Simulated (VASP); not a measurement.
# BaTe (F-43m) in VASP: notebook

The runs below take BaTe through vibrations by perturbation theory, dielectric tensor, with PBEsol, PBE.

Program: VASP 6.6.1. These are calculated values, not measurements. Logs are shortened: lines on timing, memory, paths and dates and some standing lists are left out, and cuts for length are marked.

### 1 The cell of the first run

It takes space group F-43m (No. 216, cubic). The conventional cell has a = 7.706 Å, b = 7.706 Å, c = 7.706 Å, α = 90.00°, β = 90.00°, γ = 90.00°. Within 4.4 Å of Ba (site symmetry -43m) lie 4 Te at 3.34 Å. Te (site symmetry -43m) has 4 Ba at 3.34 Å within 4.4 Å.

### 2 Vibrations by perturbation theory, PBEsol

The input, INCAR:

```
SYSTEM = BaTe
  PREC = Accurate
  ENCUT = 520
  EDIFF = 1E-8
  ISMEAR = 0
  SIGMA = 0.01
  LREAL = .False.
  LASPH = .True.
  NELM = 100
  ALGO = Normal
  ISIF = 2
  LWAVE = .False.
  LCHARG = .False.
  GGA = PS
  IBRION = 8
  NSW = 1
  LEPSILON = .True.
```

The input, KPOINTS:

```
Automatic mesh
0
Gamma
  6 6 6
  0 0 0
```

The input, POSCAR:

```
BaTe
1.0
    0.0000000000      3.8528184789      3.8528184789
    3.8528184789      0.0000000000      3.8528184789
    3.8528184789      3.8528184789      0.0000000000
Ba Te
1 1
Direct
    0.0000000000      0.0000000000      0.0000000000
    0.2500000000      0.2500000000      0.2500000000
```

Potentials or basis: VASP PAW PBE potentials, release 64 (Ba_sv, Te).

Started as:

```console
$ cat potpaw_PBE.64/Ba_sv/POTCAR potpaw_PBE.64/Te/POTCAR > POTCAR
$ mpirun -np 1 vasp_std > vasp.out
```

OUTCAR:

```text
SYSTEM = BaTe
   PREC = Accurate
   ENCUT = 520
   EDIFF = 1E-8
   ISMEAR = 0
   LREAL = .False.
   LASPH = .True.
   NELM = 100
   ISIF = 2
   GGA = PS
   IBRION = 8
   NSW = 1
   LEPSILON = .True.

 ion  position               nearest neighbor table
   1  0.000  0.000  0.000-   2 3.34   2 3.34   2 3.34   2 3.34
   2  0.250  0.250  0.250-   1 3.34   1 3.34   1 3.34   1 3.34

  LATTYP: Found a face centered cubic cell.
 ALAT       =     7.7056369578

  Lattice vectors:

 A1 = (   0.0000000000,   3.8528184789,   3.8528184789)
 A2 = (   3.8528184789,   0.0000000000,   3.8528184789)
 A3 = (   3.8528184789,   3.8528184789,   0.0000000000)

Analysis of symmetry for initial positions (statically):
=====================================================================
 Subroutine PRICEL returns:
 Original cell was already a primitive cell.

 Routine SETGRP: Setting up the symmetry group for a
 face centered cubic supercell.

 Subroutine GETGRP returns: Found 24 space group operations
 (whereof 24 operations were pure point group operations)
 out of a pool of 48 trial point group operations.

The static configuration has the point symmetry T_d .

Analysis of symmetry for dynamics (positions and initial velocities):
=====================================================================
 Subroutine PRICEL returns:
 Original cell was already a primitive cell.

 Routine SETGRP: Setting up the symmetry group for a
 face centered cubic supercell.

 Subroutine GETGRP returns: Found 24 space group operations
 (whereof 24 operations were pure point group operations)
 out of a pool of 48 trial point group operations.

The dynamic configuration has the point symmetry T_d .

 Subroutine INISYM returns: Found 24 space group operations
 (whereof 24 operations are pure point group operations),
 and found     1 'primitive' translations

[... 462 lines left out ...]
     0.00000 -5.57484 -0.00107

 MACROSCOPIC STATIC DIELECTRIC TENSOR (including local field effects in DFT)
 ------------------------------------------------------
           4.119446     0.000000     0.000000
           0.000000     4.119446     0.000000
          -0.000000     0.000000     4.119446
 ------------------------------------------------------

 PIEZOELECTRIC TENSOR (including local field effects)  for field in x, y, z        (e  Angst)
          XX          YY          ZZ          XY          YZ          ZX
  --------------------------------------------------------------------------------
  x    -0.00000     0.00000     0.00000     0.00000    -2.18611     0.00000
  y     0.00000     0.00000     0.00000     0.00000    -0.00000    -2.18611
  z     0.00000     0.00000     0.00000    -2.18611     0.00000     0.00000

 PIEZOELECTRIC TENSOR (including local field effects)  for field in x, y, z        (C/m^2)
          XX          YY          ZZ          XY          YZ          ZX
  --------------------------------------------------------------------------------
  x    -0.00000     0.00000     0.00000     0.00000    -0.30621     0.00000
  y     0.00000     0.00000     0.00000     0.00000    -0.00000    -0.30621
  z     0.00000     0.00000     0.00000    -0.30621     0.00000     0.00000

 BORN EFFECTIVE CHARGES (including local field effects) (in |e|, cummulative output)
 ---------------------------------------------------------------------------------
 ion    1
    1     2.02262    -0.00000    -0.00000
    2    -0.00000     2.02262    -0.00000
    3    -0.00000    -0.00000     2.02262
 ion    2
    1    -2.02262     0.00000     0.00000
    2     0.00000    -2.02262     0.00000
    3     0.00000     0.00000    -2.02262

 INTERNAL STRAIN TENSOR FOR ION    2 for displacements in x,y,z  (eV/Angst):
          X           Y           Z          XY          YZ          ZX
  --------------------------------------------------------------------------------
  x    -0.00000     0.00000     0.00000     0.00000    -5.57484     0.00000
  y    -0.00000    -0.00000    -0.00000     0.00000     0.00000    -5.57484
  z     0.00000     0.00000    -0.00000    -5.57484     0.00000     0.00000

 SECOND DERIVATIVES (NOT SYMMETRIZED)
 ------------------------------------
               1X          1Y          1Z          2X          2Y          2Z
  1X    -3.130109    0.000000    0.000000    3.130109    0.000000    0.000000
  1Y     0.000000   -3.130109    0.000000    0.000000    3.130109    0.000000
  1Z     0.000000    0.000000   -3.130109    0.000000    0.000000    3.130109
  2X     3.130948    0.000000    0.000000   -3.130948    0.000000    0.000000
  2Y     0.000000    3.130948    0.000000    0.000000   -3.130948    0.000000
  2Z     0.000000    0.000000    3.130948    0.000000    0.000000   -3.130948

 Eigenvectors and eigenvalues of the dynamical matrix
 ----------------------------------------------------

   1 f  =    3.401108 THz    21.369792 2PiTHz  113.448753 cm-1    14.065846 meV
             X         Y         Z           dx          dy          dz
      0.000000  0.000000  0.000000    -0.688050   -0.090346    0.000000
      1.926409  1.926409  1.926409     0.713889    0.093739    0.000000
[... 21 lines left out ...]
   6 f/i=    0.000228 THz     0.001431 2PiTHz    0.007595 cm-1     0.000942 meV
             X         Y         Z           dx          dy          dz
      0.000000  0.000000  0.000000     0.153169    0.022080    0.703190
      1.926409  1.926409  1.926409     0.147625    0.021281    0.677738

--------------------------------------------------------------------------------------------------------

 MACROSCOPIC STATIC DIELECTRIC TENSOR IONIC CONTRIBUTION
 ------------------------------------------------------
           2.067327    -0.000000    -0.000000
          -0.000000     2.067327    -0.000000
          -0.000000    -0.000000     2.067327
 ------------------------------------------------------

 ELASTIC MODULI CONTR FROM IONIC RELAXATION (kBar)
 Direction    XX          YY          ZZ          XY          YZ          ZX
 --------------------------------------------------------------------------------
 XX          -0.0000      0.0000      0.0000      0.0000     -0.0000     -0.0000
 YY           0.0000     -0.0000     -0.0000      0.0000      0.0000     -0.0000
 ZZ           0.0000     -0.0000     -0.0000     -0.0000      0.0000     -0.0000
 XY           0.0000      0.0000     -0.0000   -138.1946      0.0000      0.0000
 YZ          -0.0000      0.0000      0.0000      0.0000   -138.1946      0.0000
 ZX          -0.0000     -0.0000     -0.0000      0.0000      0.0000   -138.1946
 --------------------------------------------------------------------------------

 PIEZOELECTRIC TENSOR IONIC CONTR  for field in x, y, z        (C/m^2)
          XX          YY          ZZ          XY          YZ          ZX
  --------------------------------------------------------------------------------
  x     0.00000    -0.00000    -0.00000    -0.00000     0.50295    -0.00000
  y     0.00000     0.00000     0.00000    -0.00000    -0.00000     0.50295
  z    -0.00000    -0.00000     0.00000     0.50295    -0.00000    -0.00000
```

stdout:

```text
POSCAR found type information on POSCAR BaTe
 POSCAR found :  2 types and       2 ions
 scaLAPACK will be used
 -----------------------------------------------------------------------------
|                                                                             |
|                                                                             |
|     You enforced a specific xc type in the INCAR file but a different       |
[... 39 lines left out ...]
 force on displaced ion       1 direction 1 :  -3.130   0.000   0.000
 Born effective charge ion    1 direction 1 :   2.023   0.000   0.000
 Linear response progress:
 first order change of Fermi-energy   0.99640E-01
 force on displaced ion       2 direction 1 :  -3.131   0.000   0.000
 Born effective charge ion    2 direction 1 :  -2.023   0.000   0.000
 Born effective charges drift removed
 Linear response finished
```

Wall time 6.9 min (1 thread of Intel Xeon 6975P-C (Granite Rapids), shared host); peak memory 0.44 GiB.

What came out:

- Electronic dielectric tensor (diagonal): 4.12
- Born charges (mean of the diagonal): Ba +2.02; Te -2.02 e
- Highest phonon frequency at Γ, LO-TO splitting left out: 113 cm⁻¹

Phonon frequencies in cm⁻¹ (negative: imaginary):
```
              q point        frequencies
(0.000, 0.000, 0.000)  0 0 0 113 113 113
```

Electronic dielectric tensor:
```
4.12 0.00 0.00
0.00 4.12 0.00
0.00 0.00 4.12
```

Born effective charge tensors (e):
atom 1, Ba
```
2.02 0.00 0.00
0.00 2.02 0.00
0.00 0.00 2.02
```
atom 2, Te
```
-2.02  0.00  0.00
 0.00 -2.02  0.00
 0.00  0.00 -2.02
```

Caveat: the PAW data sets were made with another functional, which shifts forces and pressure a little; spin-orbit coupling is left out, which moves the levels of the heavy elements.

### 3 Dielectric tensor, PBE

This run uses another cell than the first one, of 59.97 Å³/atom.

The input, INCAR:

```
ALGO = Normal
EDIFF = 1E-8
ENCUT = 520
GGA = PE
ISIF = 2
ISMEAR = 0
LASPH = True
LCHARG = False
LEPSILON = True
LREAL = False
LWAVE = False
NELM = 80
PREC = Accurate
SIGMA = 0.01
```

The input, KPOINTS:

```
k-points
0
Gamma
  6 6 6
```

The input, POSCAR:

```
BaTe
1.0
    0.0000000000      3.9141586740      3.9141586740
    3.9141586740      0.0000000000      3.9141586740
    3.9141586740      3.9141586740      0.0000000000
Ba Te
1 1
Direct
    0.0000000000      0.0000000000      0.0000000000
    0.2500000000      0.2500000000      0.2500000000
```

Potentials or basis: VASP PAW PBE potentials, release 64 (Ba_sv, Te).

Started as:

```console
$ cat potpaw_PBE.64/Ba_sv/POTCAR potpaw_PBE.64/Te/POTCAR > POTCAR
$ mpirun -np 1 vasp_std > vasp.out
```

OUTCAR:

```text
EDIFF = 1E-8
   ENCUT = 520
   GGA = PE
   ISIF = 2
   ISMEAR = 0
   LASPH = True
   LEPSILON = True
   LREAL = False
   NELM = 80
   PREC = Accurate

 ion  position               nearest neighbor table
   1  0.000  0.000  0.000-   2 3.39   2 3.39   2 3.39   2 3.39
   2  0.250  0.250  0.250-   1 3.39   1 3.39   1 3.39   1 3.39

  LATTYP: Found a face centered cubic cell.
 ALAT       =     7.8283173480

  Lattice vectors:

 A1 = (   0.0000000000,   3.9141586740,   3.9141586740)
 A2 = (   3.9141586740,   0.0000000000,   3.9141586740)
 A3 = (   3.9141586740,   3.9141586740,   0.0000000000)

Analysis of symmetry for initial positions (statically):
=====================================================================
 Subroutine PRICEL returns:
 Original cell was already a primitive cell.

 Routine SETGRP: Setting up the symmetry group for a
 face centered cubic supercell.

 Subroutine GETGRP returns: Found 24 space group operations
 (whereof 24 operations were pure point group operations)
 out of a pool of 48 trial point group operations.

The static configuration has the point symmetry T_d .

Analysis of symmetry for dynamics (positions and initial velocities):
=====================================================================
 Subroutine PRICEL returns:
 Original cell was already a primitive cell.

 Routine SETGRP: Setting up the symmetry group for a
 face centered cubic supercell.

 Subroutine GETGRP returns: Found 24 space group operations
 (whereof 24 operations were pure point group operations)
 out of a pool of 48 trial point group operations.

The dynamic configuration has the point symmetry T_d .

 Subroutine INISYM returns: Found 24 space group operations
 (whereof 24 operations are pure point group operations),
 and found     1 'primitive' translations
[... 405 lines left out ...]

 HEAD OF MICROSCOPIC STATIC DIELECTRIC TENSOR (INDEPENDENT PARTICLE, excluding Hartree and local field effects)
 ------------------------------------------------------
           4.589150     0.000000     0.000000
          -0.000000     4.589150    -0.000000
           0.000000     0.000000     4.589150
 ------------------------------------------------------

 Free energy of the ion-electron system (eV)
  ---------------------------------------------------
  ---------------------------------------------------
  free energy    TOTEN  =        -1.15132973 eV

  energy without entropy =       -1.15132973

------------------------ aborting loop because EDIFF is reached ----------------------------------------

--------------------------------------- Ionic step        2  -------------------------------------------

------------------------ aborting loop because EDIFF is reached ----------------------------------------

--------------------------------------- Ionic step        3  -------------------------------------------

 Free energy of the ion-electron system (eV)
  ---------------------------------------------------
  ---------------------------------------------------
  free energy    TOTEN  =        -1.15131958 eV

  energy without entropy =       -1.15131958

------------------------ aborting loop because EDIFF is reached ----------------------------------------

 PIEZOELECTRIC TENSOR FIELD DIRECTION 3  (e Angst)
 -----------------------------------------------------------------------------
     0.00059 -2.25962  0.00000           ( -0.00000  0.04339  0.00000)
    -2.25962  0.00059  0.00000           (  0.04339 -0.00000  0.00000)
     0.00000  0.00000 -0.00001           (  0.00000  0.00000 -0.00000)

 PIEZOELECTRIC TENSOR FIELD DIRECTION 3  (C/m^2)
 -----------------------------------------------------------------------------
     0.00008 -0.30186  0.00000
    -0.30186  0.00008  0.00000
     0.00000  0.00000 -0.00000

 MACROSCOPIC STATIC DIELECTRIC TENSOR (including local field effects in DFT)
 ------------------------------------------------------
           3.971583    -0.000000     0.000000
           0.000000     3.971583     0.000000
          -0.000000     0.000000     3.971583
 ------------------------------------------------------

 PIEZOELECTRIC TENSOR (including local field effects)  for field in x, y, z        (e  Angst)
          XX          YY          ZZ          XY          YZ          ZX
  --------------------------------------------------------------------------------
  x     0.00000    -0.00000    -0.00000     0.00000    -2.25971    -0.00000
  y    -0.00000    -0.00000    -0.00000    -0.00000     0.00000    -2.25971
  z    -0.00000    -0.00000     0.00000    -2.25971    -0.00000     0.00000

 PIEZOELECTRIC TENSOR (including local field effects)  for field in x, y, z        (C/m^2)
          XX          YY          ZZ          XY          YZ          ZX
  --------------------------------------------------------------------------------
  x     0.00000    -0.00000    -0.00000     0.00000    -0.30187    -0.00000
  y    -0.00000    -0.00000    -0.00000    -0.00000     0.00000    -0.30187
  z    -0.00000    -0.00000     0.00000    -0.30187    -0.00000     0.00000

 BORN EFFECTIVE CHARGES (including local field effects) (in |e|, cummulative output)
 ---------------------------------------------------------------------------------
 ion    1
    1     2.04499    -0.00000    -0.00000
    2    -0.00000     2.04499    -0.00000
    3    -0.00000    -0.00000     2.04499
 ion    2
    1    -2.04499     0.00000     0.00000
    2     0.00000    -2.04499     0.00000
    3     0.00000     0.00000    -2.04499
```

It took 5.4 min on 1 thread of Intel Xeon 6975P-C (Granite Rapids), shared host; peak memory 0.43 GiB.

What came out:

```yaml
Band_gap_on_the_k_mesh: 2.58 eV (least direct gap 2.92 eV)
Electronic_dielectric_tensor_diagonal: 3.97
Born_charges_mean_of_the_diagonal: Ba +2.04; Te -2.04 e
```

Electronic dielectric tensor:
```
3.97 0.00 0.00
0.00 3.97 0.00
0.00 0.00 3.97
```

Born effective charge tensors (e):
atom 1, Ba
```
2.04 0.00 0.00
0.00 2.04 0.00
0.00 0.00 2.04
```
atom 2, Te
```
-2.04  0.00  0.00
 0.00 -2.04  0.00
 0.00  0.00 -2.04
```

Caveat: spin-orbit coupling is left out, which moves the levels of the heavy elements. A k mesh can miss the band edges.
